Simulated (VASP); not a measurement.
# Si (Imma) in VASP: further runs

Si is run at these levels: LDA; tasks: electric field gradients.

Everything below comes from runs of VASP 6.6.1. Logs are shortened: lines on timing, memory, paths and dates and some standing lists are left out, and cuts for length are marked.

## 1. The cell of the first run

The structure is orthorhombic, space group Imma (No. 74). Conventional cell: a = 4.367 Å, b = 4.595 Å, c = 2.550 Å, α = 90.00°, β = 90.00°, γ = 90.00°. Si (site symmetry mm2) has 8 Si at 2.32 to 2.69 Å within 3.1 Å.

## 2. Electric field gradients, LDA (equal xx and yy strain of -3 %)

Input file INCAR:

```
SYSTEM = Si
PREC     = Accurate       ! precision mode
ENCUT    = 520            ! plane-wave cutoff, eV
EDIFF    = 1E-8           ! SCF threshold, eV
ISMEAR   = -1             ! smearing method
SIGMA    = 0.05           ! smearing width, eV
LREAL    = .FALSE.        ! projectors in reciprocal space
LASPH    = .TRUE.         ! aspherical terms in the spheres
NELM     = 80             ! most SCF steps
ALGO     = Normal         ! electronic algorithm
ISIF     = 2              ! what is computed and relaxed
LWAVE    = .FALSE.        ! write WAVECAR
LCHARG   = .FALSE.        ! write CHGCAR
GGA      = CA             ! functional
LEFG     = .TRUE.       
NBANDS   = 11             ! bands
```

Input file KPOINTS:

```
regular mesh
0
G
  16 16 16
  0 0 0
```

Input file POSCAR:

```
Si
1.0
   -2.1834700000      2.2974450000      1.2750000000
    2.1834700000     -2.2974450000      1.2750000000
    2.1834700000      2.2974450000     -1.2750000000
Si
2
Direct
    0.8070000000      0.5570000000      0.2500000000
    0.1930000000      0.4430000000      0.7500000000
```

Potentials or basis: VASP PAW LDA potentials, release 64 (Si).

Started as:

```bash
cat potpaw_LDA.64/Si/POTCAR > POTCAR
mpirun -np 1 vasp_std > vasp.out
```

OUTCAR:

```text
SYSTEM = Si
   PREC = Accurate
   ENCUT = 520
   EDIFF = 1E-8
   ISMEAR = -1
   LREAL = .FALSE.
   LASPH = .TRUE.
   NELM = 80
   ISIF = 2
   GGA = CA

 ion  position               nearest neighbor table
   1  0.807  0.557  0.250-   2 2.32   2 2.32   2 2.40   2 2.40   2 2.69   2 2.69
   2  0.193  0.443  0.750-   1 2.32   1 2.32   1 2.40   1 2.40   1 2.69   1 2.69

  LATTYP: Found a body centered orthorhombic cell.
 ALAT       =     2.5500000000
 B/A-ratio  =     1.7125254902
 C/A-ratio  =     1.8019176471

  Lattice vectors:

 A1 = (   2.1834700000,  -2.2974450000,   1.2750000000)
 A2 = (  -2.1834700000,  -2.2974450000,  -1.2750000000)
 A3 = (   2.1834700000,   2.2974450000,  -1.2750000000)

Analysis of symmetry for initial positions (statically):
=====================================================================
 Subroutine PRICEL returns:
 Original cell was already a primitive cell.

 Routine SETGRP: Setting up the symmetry group for a
 body centered orthorhombic supercell.

 Subroutine GETGRP returns: Found  8 space group operations
 (whereof  4 operations were pure point group operations)
 out of a pool of  8 trial point group operations.

The static configuration has the point symmetry C_2h.
 The point group associated with its full space group is D_2h.

Analysis of symmetry for dynamics (positions and initial velocities):
=====================================================================
 Subroutine PRICEL returns:
 Original cell was already a primitive cell.

 Routine SETGRP: Setting up the symmetry group for a
 body centered orthorhombic supercell.

 Subroutine GETGRP returns: Found  8 space group operations
 (whereof  4 operations were pure point group operations)
 out of a pool of  8 trial point group operations.

The dynamic configuration has the point symmetry C_2h.
 The point group associated with its full space group is D_2h.

 Subroutine INISYM returns: Found  8 space group operations
 (whereof  4 operations are pure point group operations),
 and found     1 'primitive' translations

----------------------------------------------------------------------------------------

                                     Primitive cell

  volume of cell :      25.5837

[... 130 lines left out ...]
  ext. energy  EPLUGINS =         0.00000000
  ---------------------------------------------------
  free energy    TOTEN  =       -11.23834249 eV

  energy without entropy =      -11.23226690  energy(sigma->0) =      -11.23530469

 E-fermi :  11.5210     XC(G=0): -11.7035

 val. band max:       11.5209851441   @ k =   0.4375  -0.2500   0.0625
 cond. band min:      11.5279065143   @ k =   0.3750   0.3125   0.0000
 fundamental gap:      0.0069213701
 Fermi energy:        11.5210314833

 k-point     1 :       0.0000    0.0000    0.0000
  band No.  band energies     occupation
      1      -3.8046      2.00000
      2       8.6772      2.00000
      3       9.1175      2.00000
      4      10.5405      2.00000
      5      12.4934      0.00000
      6      19.4394      0.00000
      7      21.4721      0.00000
      8      21.5026      0.00000
      9      22.1232      0.00000
     10      22.7230      0.00000
     11      24.0687      0.00000
[... 309 lines left out ...]
 k-point    24 :      -0.1250    0.0625    0.0000
  band No.  band energies     occupation
      1      -3.5820      2.00000
      2       7.5404      2.00000
      3       8.9001      2.00000
      4      11.5053      1.15626
      5      13.6072      0.00000
      6      17.7781      0.00000
      7      19.5786      0.00000
      8      21.0723      0.00000
      9      21.8806      0.00000
     10      22.6615      0.00000
     11      24.0020      0.00000

 [... further k-points ...]
[... 5 lines left out ...]
  --------------------------------------------------------------------------------------
  -------------------------------------------------------------------------------------
  Total        3.4126042      4.6956911      2.8132242      0.0000000     -0.0000000      0.0000000
  in kB      213.7144955    294.0678654    176.1782952      0.0000000     -0.0000000      0.0000000
  external PRESSURE =     227.9868854 kB  Pullay stress =       0.0000000 kB

 VOLUME and BASIS-vectors are now :
 -----------------------------------------------------------------------------
  energy-cutoff  :      520.00
  volume of cell :       25.58
      direct lattice vectors                 reciprocal lattice vectors
    -2.183470000  2.297445000  1.275000000     0.000000000  0.217633066  0.392156863
     2.183470000 -2.297445000  1.275000000     0.228993300  0.000000000  0.392156863
     2.183470000  2.297445000 -1.275000000     0.228993300  0.217633066  0.000000000

 POSITION                                       TOTAL-FORCE (eV/Angst)
 -----------------------------------------------------------------------------------
      0.00000      1.14872      1.42035         0.000000      0.000000     -0.036476
      2.18347      1.14872     -0.14535        -0.000000     -0.000000      0.036476
 -----------------------------------------------------------------------------------
    total drift:                                0.000000     -0.000000     -0.000000

  FREE ENERGIE OF THE ION-ELECTRON SYSTEM (eV)
  ---------------------------------------------------
  free  energy   TOTEN  =       -11.2383424885 eV

  energy  without entropy=      -11.2322668989  energy(sigma->0) =      -11.23530469

 Electric field gradients (V/A^2)
---------------------------------------------------------------------
 ion       V_xx      V_yy      V_zz      V_xy      V_xz      V_yz
---------------------------------------------------------------------
   1       8.994   -32.659    23.665     0.000     0.000     0.000
   2       8.994   -32.659    23.665     0.000     0.000     0.000
---------------------------------------------------------------------

 Electric field gradients after diagonalization (V/A^2)
 (convention: |V_zz| > |V_xx| > |V_yy|)
----------------------------------------------------------------------
 ion       V_xx      V_yy      V_zz     asymmetry (V_yy - V_xx)/ V_zz
----------------------------------------------------------------------
   1      23.665     8.994   -32.659       0.449
   2      23.665     8.994   -32.659       0.449
----------------------------------------------------------------------

           NMR quadrupolar parameters

 Cq : quadrupolar parameter    Cq=e*Q*V_zz/h
 eta: asymmetry parameters     (V_yy - V_xx)/ V_zz
 Q  : nuclear electric quadrupole moment in mb (millibarn)
----------------------------------------------------------------------
 ion       Cq(MHz)       eta       Q (mb)
----------------------------------------------------------------------
   1      -0.079       0.449       1.000
   2      -0.079       0.449       1.000
----------------------------------------------------------------------
```

OSZICAR:

```text
N       E                     dE             d eps       ncg     rms          rms(c)
DAV:   1     0.528020894700E+01    0.52802E+01   -0.35626E+03 13670   0.622E+02
DAV:   2    -0.108709456811E+02   -0.16151E+02   -0.15607E+02 17879   0.895E+01
DAV:   3    -0.112917708586E+02   -0.42083E+00   -0.41592E+00 17709   0.117E+01
DAV:   4    -0.112933377424E+02   -0.15669E-02   -0.15661E-02 16746   0.890E-01
DAV:   5    -0.112933436164E+02   -0.58740E-05   -0.58721E-05 17511   0.486E-02    0.565E+00
DAV:   6    -0.112579371270E+02    0.35406E-01   -0.81083E-03 16331   0.431E-01    0.329E+00
DAV:   7    -0.112385034030E+02    0.19434E-01   -0.15829E-02 16289   0.632E-01    0.192E-01
DAV:   8    -0.112383642944E+02    0.13911E-03   -0.15382E-03 15714   0.232E-01    0.559E-02
DAV:   9    -0.112383422028E+02    0.22092E-04   -0.37052E-05 17194   0.349E-02    0.448E-02
DAV:  10    -0.112383425118E+02   -0.30897E-06   -0.19728E-06 16771   0.101E-02    0.347E-03
DAV:  11    -0.112383424871E+02    0.24674E-07   -0.64659E-08 16858   0.127E-03    0.102E-03
DAV:  12    -0.112383424885E+02   -0.14001E-08   -0.45040E-09  9789   0.434E-04
   1 F= -.11238342E+02 E0= -.11235305E+02  d E =-.607559E-02
```

Wall time 74 s (1 thread of Intel Xeon 6975P-C (Granite Rapids), shared host); peak memory 0.24 GiB.

Results:

- Free energy: -11.2383 eV
- Pressure: 22.8 GPa
- Largest force: 0.036 eV/Å
- Band gap on the k mesh: zero (band 4 reaches 14.85 eV, above the bottom of band 5 at 6.59 eV)

Forces on the atoms (eV/Å):
```
Si   0.000  0.000 -0.036
Si   0.000  0.000  0.036
```

Electric field gradients, principal values (V/Å²):
| atom | least | middle | greatest (by size) |
| --- | --- | --- | --- |
| 1 Si | 8.994 | 23.665 | -32.659 |
| 2 Si | 8.994 | 23.665 | -32.659 |

Caveat: the cell differs from its parent crystal (equal xx and yy strain of -3 %); without QUAD_EFG the Cq values of the log hold for a quadrupole moment of 1 mb, not for the nuclei.

## 3. Electric field gradients, LDA (zz strain of -3 %)

Input file INCAR:

```
SYSTEM = Si
ALGO     = Normal         ! electronic algorithm
EDIFF    = 1E-8           ! SCF threshold, eV
ENCUT    = 520            ! plane-wave cutoff, eV
ISIF     = 2              ! what is computed and relaxed
ISMEAR   = -1             ! smearing method
LASPH    = .TRUE.         ! aspherical terms in the spheres
LCHARG   = .FALSE.        ! write CHGCAR
LEFG     = .TRUE.       
LREAL    = .FALSE.        ! projectors in reciprocal space
LWAVE    = .FALSE.        ! write WAVECAR
NBANDS   = 11             ! bands
NELM     = 60             ! most SCF steps
PREC     = Accurate       ! precision mode
SIGMA    = 0.05           ! smearing width, eV
```

Input file KPOINTS:

```
k-points
0
G
  16 16 16
  0 0 0
```

Input file POSCAR:

```
Si
1.0
   -2.2510000000      2.3685000000      1.2367500000
    2.2510000000     -2.3685000000      1.2367500000
    2.2510000000      2.3685000000     -1.2367500000
Si
2
Direct
    0.8070000000      0.5570000000      0.2500000000
    0.1930000000      0.4430000000      0.7500000000
```

Potentials or basis: VASP PAW LDA potentials, release 64 (Si).

Started as:

```bash
cat potpaw_LDA.64/Si/POTCAR > POTCAR
mpirun -np 1 vasp_std > vasp.out
```

OUTCAR:

```text
SYSTEM = Si
   EDIFF = 1E-8
   ENCUT = 520
   ISIF = 2
   ISMEAR = -1
   LASPH = .TRUE.
   LREAL = .FALSE.
   NELM = 60
   PREC = Accurate

 ion  position               nearest neighbor table
   1  0.807  0.557  0.250-   2 2.39   2 2.39   2 2.45   2 2.45   2 2.72   2 2.72
   2  0.193  0.443  0.750-   1 2.39   1 2.39   1 2.45   1 2.45   1 2.72   1 2.72

  LATTYP: Found a body centered orthorhombic cell.
 ALAT       =     2.4735000000
 B/A-ratio  =     1.8200929856
 C/A-ratio  =     1.9151000606

  Lattice vectors:

[... 553 lines left out ...]
  free  energy   TOTEN  =       -11.3468732896 eV

  energy  without entropy=      -11.3405770863  energy(sigma->0) =      -11.34372519

 Electric field gradients (V/A^2)
---------------------------------------------------------------------
 ion       V_xx      V_yy      V_zz      V_xy      V_xz      V_yz
---------------------------------------------------------------------
   1      12.513   -23.877    11.364    -0.000    -0.000    -0.000
   2      12.513   -23.877    11.364    -0.000    -0.000    -0.000
---------------------------------------------------------------------

 Electric field gradients after diagonalization (V/A^2)
 (convention: |V_zz| > |V_xx| > |V_yy|)
----------------------------------------------------------------------
 ion       V_xx      V_yy      V_zz     asymmetry (V_yy - V_xx)/ V_zz
----------------------------------------------------------------------
   1      12.513    11.364   -23.877       0.048
   2      12.513    11.364   -23.877       0.048
----------------------------------------------------------------------

           NMR quadrupolar parameters

 Cq : quadrupolar parameter    Cq=e*Q*V_zz/h
 eta: asymmetry parameters     (V_yy - V_xx)/ V_zz
 Q  : nuclear electric quadrupole moment in mb (millibarn)
----------------------------------------------------------------------
 ion       Cq(MHz)       eta       Q (mb)
----------------------------------------------------------------------
   1      -0.058       0.048       1.000
   2      -0.058       0.048       1.000
----------------------------------------------------------------------
```

Run time: 74 s. Hardware: 1 thread of Intel Xeon 6975P-C (Granite Rapids), shared host; peak memory 0.24 GiB.

Results:

| Quantity | Value |
| --- | --- |
| Free energy | -11.3469 eV |
| Pressure | 16.1 GPa |
| Largest force | 0.018 eV/Å |
| Band gap on the k mesh | zero (band 4 reaches 13.94 eV, above the bottom of band 5 at 6.57 eV) |

Forces on the atoms (eV/Å):
```
Si   0.000  0.000 -0.018
Si   0.000  0.000  0.018
```

Electric field gradients, principal values (V/Å²):
```tsv
atom	least	middle	greatest (by size)
1 Si	11.364	12.513	-23.877
2 Si	11.364	12.513	-23.877
```

Caveat: the cell differs from its parent crystal (zz strain of -3 %); without QUAD_EFG the Cq values of the log hold for a quadrupole moment of 1 mb, not for the nuclei.
